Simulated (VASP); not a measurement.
Mg63VSi32 (a cell with a defect), 96 atoms in the cell. The cell holds a defect, 96 atoms: a = 12.649 Å, b = 12.649 Å, c = 12.649 Å, α = 90.00°, β = 90.00°, γ = 90.00°. 

```yaml
Program: VASP 6.6.1
Task: single point
Functional: PBEsol
Potentials_or_basis: VASP PAW PBE potentials, release 64 (Mg, V_sv, Si)
Cutoff: 520 eV
k_mesh: 1 × 1 × 1, shifted
Occupations: fermi-dirac, width 0.05 eV
Spin: collinear spin, ferromagnetic start
Dipole_correction: no
Further_INCAR_settings: LREAL = Auto; ALGO = Normal; EDIFF = 1e-07; NBANDS = 192; ISYM = 0
```

Potentials or basis: VASP PAW PBE potentials, release 64 (Mg, V_sv, Si).

The run is started by

```console
$ cat potpaw_PBE.64/Mg/POTCAR potpaw_PBE.64/V_sv/POTCAR potpaw_PBE.64/Si/POTCAR > POTCAR
$ mpirun -np 1 vasp_std > vasp.out
```

Hardware: 1 × NVIDIA H100 80GB with 1 thread of Intel(R) Xeon(R) Platinum 8481C CPU @ 2.70GHz (Sapphire Rapids), with other jobs on the host.

Question: How long does it take, and how much memory?

Answer: It took 8.7 min on 1 × NVIDIA H100 80GB with 1 thread of Intel(R) Xeon(R) Platinum 8481C CPU @ 2.70GHz (Sapphire Rapids), with other jobs on the host, peak memory 3.5 GiB. Counts: scf iterations 22, k points 4.
